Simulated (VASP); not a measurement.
# SiO2 (P4_2/mnm) in VASP: notebook, part 2 of 3

VASP 6.6.1.

## 3. Electric field gradients, PBEsol (volume scaled by 0.98)

The input, INCAR:

```
SYSTEM = SiO2
PREC = Accurate
ENCUT = 520
EDIFF = 1E-8
ISMEAR = -1
SIGMA = 0.03
LREAL = .False.
LASPH = .True.
NELM = 100
ALGO = Normal
ISIF = 2
LWAVE = .False.
LCHARG = .False.
GGA = PS
LEFG = .True.
NBANDS = 25
```

The input, KPOINTS:

```
regular mesh
0
Gamma
  6 6 9
  0 0 0
```

The input, POSCAR:

```
SiO2
1.0
    4.1520447923      0.0000000000      0.0000000000
    0.0000000000      4.1520447923      0.0000000000
    0.0000000000      0.0000000000      2.6498947625
Si O
2 4
Direct
    0.0000000000      0.0000000000      0.0000000000
    0.5000000000      0.5000000000      0.5000000000
    0.3067000000      0.3067000000      0.0000000000
    0.1933000000      0.8067000000      0.5000000000
    0.6933000000      0.6933000000      0.0000000000
    0.8067000000      0.1933000000      0.5000000000
```

Potentials or basis: VASP PAW PBE potentials, release 64 (Si, O).

On the command line:

```
$ cat potpaw_PBE.64/Si/POTCAR potpaw_PBE.64/O/POTCAR > POTCAR
$ mpirun -np 1 vasp_std > vasp.out
```

OUTCAR:

```text
SYSTEM = SiO2
   PREC = Accurate
   ENCUT = 520
   EDIFF = 1E-8
   ISMEAR = -1
   LREAL = .False.
   LASPH = .True.
   NELM = 100
   ISIF = 2
   GGA = PS

 ion  position               nearest neighbor table
   1  0.000  0.000  0.000-   4 1.74   6 1.74   4 1.74   6 1.74   5 1.80   3 1.80
   2  0.500  0.500  0.500-   3 1.74   5 1.74   3 1.74   5 1.74   4 1.80   6 1.80
   3  0.307  0.307  0.000-   2 1.74   2 1.74   1 1.80
   4  0.193  0.807  0.500-   1 1.74   1 1.74   2 1.80
   5  0.693  0.693  0.000-   2 1.74   2 1.74   1 1.80
   6  0.807  0.193  0.500-   1 1.74   1 1.74   2 1.80

  LATTYP: Found a simple tetragonal cell.
 ALAT       =     4.1520447923
 C/A-ratio  =     0.6382143968

  Lattice vectors:

 A1 = (   4.1520447923,   0.0000000000,   0.0000000000)
 A2 = (   0.0000000000,   4.1520447923,   0.0000000000)
 A3 = (   0.0000000000,   0.0000000000,   2.6498947625)

Analysis of symmetry for initial positions (statically):
=====================================================================
 Subroutine PRICEL returns:
 Original cell was already a primitive cell.

 Routine SETGRP: Setting up the symmetry group for a
 simple tetragonal supercell.

 Subroutine GETGRP returns: Found 16 space group operations
 (whereof  8 operations were pure point group operations)
 out of a pool of 16 trial point group operations.

The static configuration has the point symmetry D_2h.
 The point group associated with its full space group is D_4h.

Analysis of symmetry for dynamics (positions and initial velocities):
=====================================================================
 Subroutine PRICEL returns:
 Original cell was already a primitive cell.

[... 851 lines left out ...]
  Total        3.0475730      3.0475730      3.9615080      0.0000000      0.0000000      0.0000000
  in kB      106.8838308    106.8838308    138.9371643      0.0000000      0.0000000      0.0000000
  external PRESSURE =     117.5682753 kB  Pullay stress =       0.0000000 kB

 VOLUME and BASIS-vectors are now :
 -----------------------------------------------------------------------------
  energy-cutoff  :      520.00
  volume of cell :       45.68
      direct lattice vectors                 reciprocal lattice vectors
     4.152044792  0.000000000  0.000000000     0.240845186  0.000000000  0.000000000
     0.000000000  4.152044792  0.000000000     0.000000000  0.240845186  0.000000000
     0.000000000  0.000000000  2.649894762     0.000000000  0.000000000  0.377373477

 POSITION                                       TOTAL-FORCE (eV/Angst)
 -----------------------------------------------------------------------------------
      0.00000      0.00000      0.00000         0.000000     -0.000000      0.000000
      2.07602      2.07602      1.32495         0.000000     -0.000000      0.000000
      1.27343      1.27343      0.00000        -0.272658     -0.272658      0.000000
      0.80259      3.34945      1.32495         0.272658     -0.272658      0.000000
      2.87861      2.87861      0.00000         0.272658      0.272658      0.000000
      3.34945      0.80259      1.32495        -0.272658      0.272658      0.000000
 -----------------------------------------------------------------------------------
    total drift:                                0.000000      0.000000      0.000000

  FREE ENERGIE OF THE ION-ELECTRON SYSTEM (eV)
  ---------------------------------------------------
  free  energy   TOTEN  =       -48.9241022853 eV

  energy  without entropy=      -48.9241022853  energy(sigma->0) =      -48.92410229

 Electric field gradients (V/A^2)
---------------------------------------------------------------------
 ion       V_xx      V_yy      V_zz      V_xy      V_xz      V_yz
---------------------------------------------------------------------
   1       9.329     9.329   -18.657    13.373     0.000    -0.000
   2       9.329     9.329   -18.657   -13.373     0.000     0.000
   3     -22.779   -22.779    45.559    81.720    -0.000    -0.000
   4     -22.779   -22.779    45.559   -81.720     0.000    -0.000
   5     -22.779   -22.779    45.559    81.720    -0.000    -0.000
   6     -22.779   -22.779    45.559   -81.720     0.000     0.000
---------------------------------------------------------------------

 Electric field gradients after diagonalization (V/A^2)
 (convention: |V_zz| > |V_xx| > |V_yy|)
----------------------------------------------------------------------
 ion       V_xx      V_yy      V_zz     asymmetry (V_yy - V_xx)/ V_zz
----------------------------------------------------------------------
   1     -18.657    -4.045    22.702       0.644
   2     -18.657    -4.045    22.702       0.644
   3      58.941    45.559  -104.500       0.128
   4      58.941    45.559  -104.500       0.128
   5      58.941    45.559  -104.500       0.128
   6      58.941    45.559  -104.500       0.128
----------------------------------------------------------------------

           NMR quadrupolar parameters

 Cq : quadrupolar parameter    Cq=e*Q*V_zz/h
 eta: asymmetry parameters     (V_yy - V_xx)/ V_zz
 Q  : nuclear electric quadrupole moment in mb (millibarn)
----------------------------------------------------------------------
 ion       Cq(MHz)       eta       Q (mb)
----------------------------------------------------------------------
   1       0.055       0.644       1.000
   2       0.055       0.644       1.000
   3      -0.253       0.128       1.000
   4      -0.253       0.128       1.000
   5      -0.253       0.128       1.000
   6      -0.253       0.128       1.000
----------------------------------------------------------------------
```

OSZICAR:

```text
N       E                     dE             d eps       ncg     rms          rms(c)
DAV:   1     0.133524343042E+03    0.13352E+03   -0.17781E+04  2516   0.124E+03
DAV:   2    -0.463748954648E+02   -0.17990E+03   -0.17293E+03  3174   0.280E+02
DAV:   3    -0.531607454563E+02   -0.67858E+01   -0.67584E+01  3356   0.519E+01
DAV:   4    -0.532037374132E+02   -0.42992E-01   -0.42981E-01  2926   0.477E+00
DAV:   5    -0.532040668372E+02   -0.32942E-03   -0.32938E-03  3341   0.398E-01    0.176E+01
DAV:   6    -0.489546629411E+02    0.42494E+01   -0.11600E+01  3164   0.228E+01    0.847E+00
DAV:   7    -0.489325607379E+02    0.22102E-01   -0.64871E-01  3160   0.476E+00    0.305E+00
DAV:   8    -0.489239539654E+02    0.86068E-02   -0.23962E-02  3079   0.134E+00    0.100E+00
DAV:   9    -0.489240196641E+02   -0.65699E-04   -0.54603E-03  3244   0.613E-01    0.251E-01
DAV:  10    -0.489241051389E+02   -0.85475E-04   -0.22545E-04  3136   0.112E-01    0.427E-02
DAV:  11    -0.489241021615E+02    0.29774E-05   -0.33897E-05  3302   0.416E-02    0.984E-03
DAV:  12    -0.489241021777E+02   -0.16165E-07   -0.22950E-06  3107   0.117E-02    0.227E-03
DAV:  13    -0.489241022941E+02   -0.11637E-06   -0.29166E-07  3253   0.370E-03    0.285E-03
DAV:  14    -0.489241022813E+02    0.12735E-07   -0.58997E-09  2301   0.560E-04    0.439E-04
DAV:  15    -0.489241022853E+02   -0.39731E-08   -0.24693E-09  1995   0.382E-04
   1 F= -.48924102E+02 E0= -.48924102E+02  d E =-.721132E-11
```

Wall time 38 s (1 thread of Intel Xeon Platinum 8259CL at 2.50GHz (Skylake/Cascade Lake), shared host); peak memory 0.17 GiB.

What came out:

| Property | Result |
| --- | --- |
| Free energy | -48.9241 eV |
| Pressure | 11.8 GPa |
| Largest force | 0.386 eV/Å |
| Band gap on the k mesh | 5.95 eV, direct |

Forces in eV/Å, atoms in the order of the input:
```
Si   0.000  0.000  0.000
Si   0.000  0.000  0.000
O   -0.273 -0.273  0.000
O    0.273 -0.273  0.000
O    0.273  0.273  0.000
O   -0.273  0.273  0.000
```

Electric field gradients, principal values (V/Å²):
```csv
atom,least,middle,greatest (by size)
1 Si,-4.045,-18.657,22.702
2 Si,-4.045,-18.657,22.702
3 O,45.559,58.941,-104.500
4 O,45.559,58.941,-104.500
5 O,45.559,58.941,-104.500
6 O,45.559,58.941,-104.500
```

Caveat: without QUAD_EFG the Cq values of the log hold for a quadrupole moment of 1 mb, not for the nuclei; the PAW data sets were made with another functional, which shifts forces and pressure a little.

## 4. Electric field gradients, PBEsol (volume scaled by 0.99)

The input, INCAR:

```
PREC = Accurate
ENCUT = 520
EDIFF = 1E-8
ISMEAR = -1
SIGMA = 0.03
LREAL = F
LASPH = T
NELM = 60
ALGO = Normal
ISIF = 2
LWAVE = F
LCHARG = F
GGA = PS
LEFG = T
NBANDS = 25
```

The input, KPOINTS:

```
regular mesh
0
Gamma
  6 6 9
```

POSCAR: that of step 3 with these lines changed.

```diff
@@ -2,5 +2,5 @@
 1.0
-    4.1520447923      0.0000000000      0.0000000000
-    0.0000000000      4.1520447923      0.0000000000
-    0.0000000000      0.0000000000      2.6498947625
+    4.1661196280      0.0000000000      0.0000000000
+    0.0000000000      4.1661196280      0.0000000000
+    0.0000000000      0.0000000000      2.6588775253
 Si O
```

Potentials or basis: VASP PAW PBE potentials, release 64 (Si, O).

On the command line:

```
$ cat potpaw_PBE.64/Si/POTCAR potpaw_PBE.64/O/POTCAR > POTCAR
$ mpirun -np 1 vasp_std > vasp.out
```

OUTCAR:

```text
PREC = Accurate
   ENCUT = 520
   EDIFF = 1E-8
   ISMEAR = -1
   LREAL = F
   LASPH = T
   NELM = 60
   ISIF = 2
   GGA = PS

 ion  position               nearest neighbor table
   1  0.000  0.000  0.000-   4 1.75   6 1.75   4 1.75   6 1.75   5 1.81   3 1.81
   2  0.500  0.500  0.500-   3 1.75   5 1.75   3 1.75   5 1.75   4 1.81   6 1.81
   3  0.307  0.307  0.000-   2 1.75   2 1.75   1 1.81
   4  0.193  0.807  0.500-   1 1.75   1 1.75   2 1.81
   5  0.693  0.693  0.000-   2 1.75   2 1.75   1 1.81
   6  0.807  0.193  0.500-   1 1.75   1 1.75   2 1.81

  LATTYP: Found a simple tetragonal cell.
 ALAT       =     4.1661196280
 C/A-ratio  =     0.6382143968

  Lattice vectors:

 A1 = (   4.1661196280,   0.0000000000,   0.0000000000)
 A2 = (   0.0000000000,   4.1661196280,   0.0000000000)
 A3 = (   0.0000000000,   0.0000000000,   2.6588775253)

Analysis of symmetry for initial positions (statically):
=====================================================================
 Subroutine PRICEL returns:
 Original cell was already a primitive cell.
[... 888 lines left out ...]
 -----------------------------------------------------------------------------------
    total drift:                                0.000000      0.000000      0.000000

  FREE ENERGIE OF THE ION-ELECTRON SYSTEM (eV)
  ---------------------------------------------------
  free  energy   TOTEN  =       -48.9540759486 eV

  energy  without entropy=      -48.9540759486  energy(sigma->0) =      -48.95407595

 Electric field gradients (V/A^2)
---------------------------------------------------------------------
 ion       V_xx      V_yy      V_zz      V_xy      V_xz      V_yz
---------------------------------------------------------------------
   1       9.271     9.271   -18.542    13.292     0.000    -0.000
   2       9.271     9.271   -18.542   -13.292     0.000     0.000
   3     -23.020   -23.020    46.040    82.614    -0.000     0.000
   4     -23.020   -23.020    46.040   -82.614     0.000     0.000
   5     -23.020   -23.020    46.040    82.614    -0.000    -0.000
   6     -23.020   -23.020    46.040   -82.614     0.000     0.000
---------------------------------------------------------------------

 Electric field gradients after diagonalization (V/A^2)
 (convention: |V_zz| > |V_xx| > |V_yy|)
----------------------------------------------------------------------
 ion       V_xx      V_yy      V_zz     asymmetry (V_yy - V_xx)/ V_zz
----------------------------------------------------------------------
   1     -18.542    -4.021    22.563       0.644
   2     -18.542    -4.021    22.563       0.644
   3      59.594    46.040  -105.634       0.128
   4      59.594    46.040  -105.634       0.128
   5      59.594    46.040  -105.634       0.128
   6      59.594    46.040  -105.634       0.128
----------------------------------------------------------------------

           NMR quadrupolar parameters

 Cq : quadrupolar parameter    Cq=e*Q*V_zz/h
 eta: asymmetry parameters     (V_yy - V_xx)/ V_zz
 Q  : nuclear electric quadrupole moment in mb (millibarn)
----------------------------------------------------------------------
 ion       Cq(MHz)       eta       Q (mb)
----------------------------------------------------------------------
   1       0.055       0.644       1.000
   2       0.055       0.644       1.000
   3      -0.255       0.128       1.000
   4      -0.255       0.128       1.000
   5      -0.255       0.128       1.000
   6      -0.255       0.128       1.000
----------------------------------------------------------------------
```

OSZICAR:

```text
N       E                     dE             d eps       ncg     rms          rms(c)
DAV:   1     0.131266851093E+03    0.13127E+03   -0.17677E+04  2516   0.123E+03
DAV:   2    -0.464009804279E+02   -0.17767E+03   -0.17153E+03  3071   0.281E+02
DAV:   3    -0.531632865483E+02   -0.67623E+01   -0.67350E+01  3332   0.523E+01
DAV:   4    -0.532055078516E+02   -0.42221E-01   -0.42206E-01  2967   0.476E+00
DAV:   5    -0.532058417598E+02   -0.33391E-03   -0.33383E-03  3311   0.398E-01    0.174E+01
DAV:   6    -0.489803518775E+02    0.42255E+01   -0.11578E+01  3156   0.228E+01    0.834E+00
DAV:   7    -0.489626044104E+02    0.17747E-01   -0.65460E-01  3107   0.473E+00    0.302E+00
DAV:   8    -0.489539261097E+02    0.86783E-02   -0.24188E-02  3095   0.134E+00    0.100E+00
DAV:   9    -0.489539922753E+02   -0.66166E-04   -0.54564E-03  3237   0.616E-01    0.251E-01
DAV:  10    -0.489540810020E+02   -0.88727E-04   -0.24496E-04  3125   0.116E-01    0.433E-02
DAV:  11    -0.489540758399E+02    0.51621E-05   -0.37225E-05  3271   0.437E-02    0.990E-03
DAV:  12    -0.489540758460E+02   -0.61359E-08   -0.26558E-06  3048   0.123E-02    0.239E-03
DAV:  13    -0.489540759574E+02   -0.11138E-06   -0.27787E-07  3237   0.366E-03    0.288E-03
DAV:  14    -0.489540759436E+02    0.13806E-07   -0.49116E-09  2325   0.490E-04    0.494E-04
DAV:  15    -0.489540759486E+02   -0.49495E-08   -0.27166E-09  1985   0.406E-04
   1 F= -.48954076E+02 E0= -.48954076E+02  d E =-.120814E-10
```

stdout:

```text
POSCAR found type information on POSCAR SiO
 POSCAR found :  2 types and       6 ions
 scaLAPACK will be used
 -----------------------------------------------------------------------------
|                                                                             |
|                                                                             |
|     You enforced a specific xc type in the INCAR file but a different       |
|     I HOPE YOU KNOW WHAT YOU ARE DOING!                                     |
|                                                                             |
 -----------------------------------------------------------------------------

 LDA part: xc-table for (Slater+PW92), standard interpolation
 POSCAR, INCAR and KPOINTS ok, starting setup
 FFT: planning ... GRIDC
 FFT: planning ... GRID_SOFT
 FFT: planning ... GRID
 WAVECAR not read
 entering main loop
ion   1

ion   2

ion   3

ion   4

ion   5

ion   6
```

Wall time 38 s (1 thread of Intel Xeon Platinum 8259CL at 2.50GHz (Skylake/Cascade Lake), shared host); peak memory 0.17 GiB.

What came out:

| Item | Value |
| --- | --- |
| Free energy | -48.9541 eV |
| Pressure | 8.1 GPa |
| Largest force | 0.309 eV/Å |
| Band gap on the k mesh | 5.76 eV, direct |

Forces in eV/Å, atoms in the order of the input:
```
Si   0.000  0.000  0.000
Si   0.000  0.000  0.000
O   -0.218 -0.218  0.000
O    0.218 -0.218  0.000
O    0.218  0.218  0.000
O   -0.218  0.218  0.000
```

Levels at points of the mesh, in eV from the valence-band top:
```csv
k point,band 13,band 14,band 15,band 16,band 17,band 18,band 19,band 20
"(0.00, 0.00, 0.00)",-2.57,-0.88,-0.88,0.00,5.76,6.55,8.45,8.45
"(0.50, 0.00, 0.00)",-2.74,-2.74,-1.10,-1.10,7.78,7.78,9.00,9.00
"(0.50, 0.50, 0.00)",-2.69,-2.69,-2.34,-2.34,7.43,7.43,10.01,10.01
```

Electric field gradients, principal values (V/Å²):
```csv
atom,least,middle,greatest (by size)
1 Si,-4.021,-18.542,22.563
2 Si,-4.021,-18.542,22.563
3 O,46.040,59.594,-105.634
4 O,46.040,59.594,-105.634
5 O,46.040,59.594,-105.634
6 O,46.040,59.594,-105.634
```

Caveat: without QUAD_EFG the Cq values of the log hold for a quadrupole moment of 1 mb, not for the nuclei; the PAW data sets were made with another functional, which shifts forces and pressure a little. A k mesh can miss the band edges.

(Continued in part 3 of 3.)
